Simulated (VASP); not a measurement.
# SnO (Cmme) in VASP: notebook

SnO is run at these levels: PBEsol; tasks: single point.

Everything below comes from runs of VASP 6.6.1. Logs are shortened: lines on timing, memory, paths and dates and some standing lists are left out, and cuts for length are marked.

**1. The cell of the first run**

The structure is orthorhombic, space group Cmme (No. 67). Conventional cell: a = 5.350 Å, b = 5.404 Å, c = 4.836 Å, α = 90.00°, β = 90.00°, γ = 90.00°. Sn (site symmetry mm2) has 4 O at 2.22 Å within 2.9 Å. O (site symmetry 222) has 4 Sn at 2.22 Å and 4 O at 2.67 to 2.70 Å within 2.9 Å.

**2. Single point, PBEsol (strain +0.0100 x Voigt [0, 0, 0, 0, 0, 1])**

File INCAR:

```
SYSTEM = SnO
ALGO = Normal
EDIFF = 1E-6
ENCUT = 520
GGA = PS
ISIF = 2
ISMEAR = 0
LASPH = .TRUE.
LCHARG = .TRUE.
LELF = .TRUE.
LREAL = .FALSE.
LVHAR = .TRUE.
LWAVE = .FALSE.
NBANDS = 28
NELM = 100
PREC = Accurate
SIGMA = 0.15
```

File KPOINTS:

```
k-points
0
G
  12 12 10
  0 0 0
```

File POSCAR:

```
SnO
1.0
    3.8020000000      0.0190100000      0.0000000000
    0.0190100000      3.8020000000      0.0000000000
    0.0000000000      0.0000000000      4.8360000000
Sn O
2 2
Direct
    0.0000000000      0.5000000000      0.2385000000
    0.5000000000      0.0000000000      0.7615000000
    0.0000000000      0.0000000000      0.0000000000
    0.5000000000      0.5000000000      0.0000000000
```

Potentials or basis: VASP PAW PBE potentials, release 64 (Sn_d, O).

Command:

```console
$ cat potpaw_PBE.64/Sn_d/POTCAR potpaw_PBE.64/O/POTCAR > POTCAR
$ mpirun -np 1 vasp_std > vasp.out
```

OUTCAR:

```text
SYSTEM = SnO
   EDIFF = 1E-6
   ENCUT = 520
   GGA = PS
   ISIF = 2
   ISMEAR = 0
   LASPH = .TRUE.
   LREAL = .FALSE.
   NELM = 100
   PREC = Accurate

 ion  position               nearest neighbor table
   1  0.000  0.500  0.239-   3 2.22   4 2.22   3 2.22   4 2.22   2 3.53   2 3.53   2 3.55   2 3.55
                             2 3.68   2 3.68   2 3.70   2 3.70
   2  0.500  0.000  0.761-   3 2.22   4 2.22   4 2.22   3 2.22   1 3.53   1 3.53   1 3.55   1 3.55
                             1 3.68   1 3.68   1 3.70   1 3.70
   3  0.000  0.000  0.000-   1 2.22   2 2.22   1 2.22   2 2.22
   4  0.500  0.500  0.000-   1 2.22   2 2.22   2 2.22   1 2.22

  LATTYP: Found a base centered orthorhombic cell.
 ALAT       =     5.3499557643
 B/A-ratio  =     1.0100502513
 C/A-ratio  =     0.9039327077

  Lattice vectors:

 A1 = (  -0.0190100000,  -3.8020000000,   0.0000000000)
 A2 = (   3.8020000000,   0.0190100000,   0.0000000000)
 A3 = (   0.0000000000,   0.0000000000,   4.8360000000)

Analysis of symmetry for initial positions (statically):
=====================================================================
 Subroutine PRICEL returns:
 Original cell was already a primitive cell.

 Routine SETGRP: Setting up the symmetry group for a
 base centered orthorhombic supercell.

 Subroutine GETGRP returns: Found  8 space group operations
 (whereof  4 operations were pure point group operations)
 out of a pool of  8 trial point group operations.

The static configuration has the point symmetry D_2 .
 The point group associated with its full space group is D_2h.

Analysis of symmetry for dynamics (positions and initial velocities):
=====================================================================
 Subroutine PRICEL returns:
 Original cell was already a primitive cell.

 Routine SETGRP: Setting up the symmetry group for a
 base centered orthorhombic supercell.

 Subroutine GETGRP returns: Found  8 space group operations
 (whereof  4 operations were pure point group operations)
 out of a pool of  8 trial point group operations.

The dynamic configuration has the point symmetry D_2 .
 The point group associated with its full space group is D_2h.

 Subroutine INISYM returns: Found  8 space group operations
 (whereof  4 operations are pure point group operations),
 and found     1 'primitive' translations

----------------------------------------------------------------------------------------

                                     Primitive cell

  volume of cell :      69.9036

  direct lattice vectors                    reciprocal lattice vectors
     3.802000000  0.019010000  0.000000000     0.263026039 -0.001315130  0.000000000
     0.019010000  3.802000000  0.000000000    -0.001315130  0.263026039  0.000000000
     0.000000000  0.000000000  4.836000000     0.000000000  0.000000000  0.206782465

  length of vectors
     3.802047525  3.802047525  4.836000000     0.263029327  0.263029327  0.206782465

  position of ions in fractional coordinates (direct lattice)
     0.000000000  0.500000000  0.238500000
     0.500000000  0.000000000  0.761500000
     0.000000000  0.000000000  0.000000000
     0.500000000  0.500000000  0.000000000

  ion indices of the primitive-cell ions
   primitive index   ion index
                 1           1
                 2           2
                 3           3
                 4           4

----------------------------------------------------------------------------------------

 KPOINTS: k-points

Automatic generation of k-mesh.
 Grid dimensions read from file:
 generate k-points for:   12   12   10

 Generating k-lattice:

  Cartesian coordinates                     Fractional coordinates (reciprocal lattice)
     0.021918837 -0.000109594  0.000000000     0.083333333  0.000000000  0.000000000
    -0.000109594  0.021918837  0.000000000     0.000000000  0.083333333  0.000000000
     0.000000000  0.000000000  0.020678246     0.000000000  0.000000000  0.100000000

  Length of vectors
     0.021919111  0.021919111  0.020678246

  Shift w.r.t. Gamma in fractional coordinates (k-lattice)
     0.000000000  0.000000000  0.000000000

 Subroutine IBZKPT returns following result:
 ===========================================

 Found    258 irreducible k-points:

 Following reciprocal coordinates:
            Coordinates               Weight
  0.000000  0.000000  0.000000      1.000000
  0.083333  0.000000  0.000000      4.000000
  0.166667  0.000000  0.000000      4.000000
  0.250000 -0.000000  0.000000      4.000000
  0.333333  0.000000  0.000000      4.000000
  0.416667  0.000000  0.000000      4.000000
[... 16 lines left out ...]
  0.500000  0.166667  0.000000      4.000000
 -0.416667  0.166667  0.000000      4.000000
 [... further k-points ...]
   k-points           NKPTS =    258   k-points in BZ     NKDIM =    258   number of bands    NBANDS=     28
   number of dos      NEDOS =    301   number of ions     NIONS =      4
   total plane-waves  NPLWV =  28224
   dimension x,y,z NGX =    28 NGY =   28 NGZ =   36
   dimension x,y,z NGXF=    56 NGYF=   56 NGZF=   72
   ions per type =               2   2
   NGX,Y,Z   is equivalent  to a cutoff of  12.24, 12.24, 12.38 a.u.
   NGXF,Y,Z  is equivalent  to a cutoff of  24.49, 24.49, 24.75 a.u.
 SYSTEM =  SnO
   PREC   = accura    normal or accurate (medium, high low for compatibility)
   ISTART =      0    job   : 0-new  1-cont  2-samecut
   ICHARG =      2    charge: 1-file 2-atom 10-const
   ISPIN  =      1    spin polarized calculation?
   LNONCOLLINEAR =      F non collinear calculations
   LSORBIT =      F    spin-orbit coupling
   LASPH  =      T    aspherical Exc in radial PAW
   ENCUT  =  520.0 eV  38.22 Ry    6.18 a.u.   7.07  7.07  8.99*2*pi/ulx,y,z
   NELM   =    100;   NELMIN=  2; NELMDL= -5     # of ELM steps
   EDIFF  = 0.1E-05   stopping-criterion for ELM
   LREAL  =      F    real-space projection
   EDIFFG = 0.1E-04   stopping-criterion for IOM
   NSW    =      0    number of steps for IOM
   IBRION =     -1    ionic relax: 0-MD 1-quasi-New 2-CG
   NFREE  =      0    steps in history (QN), initial steepest desc. (CG)
   ISIF   =      2    stress and relaxation
   ISYM   =      2    0-nonsym 1-usesym 2-fastsym
   POTIM  = 0.5000    time-step for ionic-motion
   TEBEG  =    0.0;   TEEND  =   0.0 temperature during run
   PSTRESS=    0.0 pullay stress
   NELECT =      40.0000    total number of electrons
   NUPDOWN=      -1.0000    fix difference up-down
   EMIN   =  10.00;   EMAX   =-10.00  energy-range for DOS
   EFERMI =   0.00;   METHOD = LEGACY
   ISMEAR =     0;   SIGMA  =   0.15  broadening in eV -4-tet -1-fermi 0-gaus
   EFERMI_NEDOS =   21; number of points for ismear=-14 and -15
   IALGO  =     38    algorithm
   IMIX   =      4    mixing-type and parameters
     AMIX     =   0.40;   BMIX     =  1.00
     AMIX_MAG =   1.60;   BMIX_MAG =  1.00
  volume/ion in A,a.u.               =      17.48       117.93
  Fermi-wavevector in a.u.,A,eV,Ry     =   1.359132  2.568387 25.133220  1.847240
  Thomas-Fermi vector in A             =   2.485906
   LORBIT       =      0    0 simple, 1 ext, 2 COOP (PROOUT), +10 PAW based schemes
   GGA     = PS    functional components
   LHFCALC =     F    Hartree Fock is set to
   AEXX    =    0.0000 exact exchange contribution
   IVDW    =     0    specifies the selected vdW correction
   LEPSILON=     F    determine dielectric tensor
   LRPA    =     F    only Hartree local field effects (RPA)
 non-spin polarized calculation
 Gauss-broadening in eV      SIGMA  =   0.15
  energy-cutoff  :      520.00
  volume of cell :       69.90
 maximum number of plane-waves:      1900
   NGX = 15   NGY = 15   NGZ = 17

 number of electron      39.9999992 magnetization

 Free energy of the ion-electron system (eV)
  ---------------------------------------------------
  ext. energy  EPLUGINS =         0.00000000
  ---------------------------------------------------
  free energy    TOTEN  =       -24.21017889 eV

  energy without entropy =      -24.20895816  energy(sigma->0) =      -24.20956852

 E-fermi :   7.1536     XC(G=0): -10.4979

 val. band max:        7.0670112001   @ k =   0.5000   0.5000   0.0000
 cond. band min:       7.1971643578   @ k =   0.5000   0.5000   0.1000
 fundamental gap:      0.1301531577
 Fermi energy:         7.1535887676

 k-point     1 :       0.0000    0.0000    0.0000
  band No.  band energies     occupation
      1     -14.8781      2.00000
      2     -14.4345      2.00000
      3     -14.4267      2.00000
      4     -14.4267      2.00000
      5     -14.3803      2.00000
      6     -14.3754      2.00000
[... 20 lines left out ...]
     27      13.7306      0.00000
     28      14.1095      0.00000

 k-point     2 :       0.0833    0.0000    0.0000
  band No.  band energies     occupation
      1     -14.8744      2.00000
      2     -14.4328      2.00000
      3     -14.4254      2.00000
      4     -14.4252      2.00000
      5     -14.3810      2.00000
      6     -14.3727      2.00000
[... 20 lines left out ...]
     27      13.8638      0.00000
     28      14.7182      0.00000

 k-point     3 :       0.1667    0.0000    0.0000
  band No.  band energies     occupation
      1     -14.8636      2.00000
      2     -14.4488      2.00000
      3     -14.4278      2.00000
      4     -14.4208      2.00000
      5     -14.3962      2.00000
      6     -14.3825      2.00000
[... 20 lines left out ...]
     27      14.0089      0.00000
     28      16.0119      0.00000

 k-point     4 :       0.2500   -0.0000    0.0000
  band No.  band energies     occupation
      1     -14.8465      2.00000
      2     -14.5314      2.00000
      3     -14.4199      2.00000
      4     -14.4139      2.00000
      5     -14.3934      2.00000
      6     -14.3851      2.00000
[... 578 lines left out ...]
     27      15.0317      0.00000
     28      15.3459      0.00000

 k-point    23 :       0.5000    0.1667    0.0000
  band No.  band energies     occupation
      1     -14.7675      2.00000
      2     -14.7641      2.00000
      3     -14.4014      2.00000
      4     -14.3984      2.00000
      5     -14.3864      2.00000
      6     -14.3852      2.00000
[... 20 lines left out ...]
     27      15.1163      0.00000
     28      15.2143      0.00000

 k-point    24 :      -0.4167    0.1667    0.0000
  band No.  band energies     occupation
      1     -14.8019      2.00000
      2     -14.7163      2.00000
      3     -14.4070      2.00000
      4     -14.3963      2.00000
      5     -14.3858      2.00000
      6     -14.3853      2.00000
[... 20 lines left out ...]
     27      14.9936      0.00000
     28      15.4680      0.00000

 [... further k-points ...]

------------------------ aborting loop because EDIFF is reached ----------------------------------------

  FORCE on cell =-STRESS in cart. coord.  units (eV):
  Direction    XX          YY          ZZ          XY          YZ          ZX
  --------------------------------------------------------------------------------------
  -------------------------------------------------------------------------------------
  Total        0.1418141      0.1418141     -0.0466851     -0.3628193      0.0000000      0.0000000
  in kB        3.2503526      3.2503526     -1.0700125     -8.3157474      0.0000000      0.0000000
  external PRESSURE =       1.8102309 kB  Pullay stress =       0.0000000 kB

 VOLUME and BASIS-vectors are now :
 -----------------------------------------------------------------------------
  energy-cutoff  :      520.00
  volume of cell :       69.90
      direct lattice vectors                 reciprocal lattice vectors
     3.802000000  0.019010000  0.000000000     0.263026039 -0.001315130  0.000000000
     0.019010000  3.802000000  0.000000000    -0.001315130  0.263026039  0.000000000
     0.000000000  0.000000000  4.836000000     0.000000000  0.000000000  0.206782465

 POSITION                                       TOTAL-FORCE (eV/Angst)
 -----------------------------------------------------------------------------------
      0.00950      1.90100      1.15339         0.000000      0.000000      0.146568
      1.90100      0.00950      3.68261        -0.000000      0.000000     -0.146568
      0.00000      0.00000      0.00000        -0.000000      0.000000      0.000000
      1.91051      1.91051      0.00000         0.000000      0.000000      0.000000
 -----------------------------------------------------------------------------------
    total drift:                                0.000000      0.000000      0.000000

  FREE ENERGIE OF THE ION-ELECTRON SYSTEM (eV)
  ---------------------------------------------------
  free  energy   TOTEN  =       -24.2101788876 eV

  energy  without entropy=      -24.2089581557  energy(sigma->0) =      -24.20956852
```

Wall time 11 min (1 thread of Intel Xeon 8259CL, shared host); peak memory 0.48 GiB.

What came out:

| Property | Result |
| --- | --- |
| Free energy | -24.2102 eV |
| Pressure | 0.2 GPa |
| Largest force | 0.147 eV/Å |
| Band gap on the k mesh | zero (bands 20 and 21 overlap by 0.01 eV) |

Forces in eV/Å, atoms in the order of the input:
```
Sn   0.000  0.000  0.147
Sn   0.000  0.000 -0.147
O    0.000  0.000  0.000
O    0.000  0.000  0.000
```

Stress tensor (GPa, compression positive):
```
 0.33 -0.83  0.00
-0.83  0.33  0.00
 0.00  0.00 -0.11
```

Caveat: the cell differs from its parent crystal (strain +0.0100 x Voigt [0, 0, 0, 0, 0, 1]); semilocal functionals underestimate gaps, and a narrow one can read as zero; the PAW data sets were made with another functional, which shifts forces and pressure a little; spin-orbit coupling is left out, which moves the levels of the heavy elements.

[end of part 1 of 2]

The gap in the log of VASP goes by the Fermi energy; the results here count the filled bands.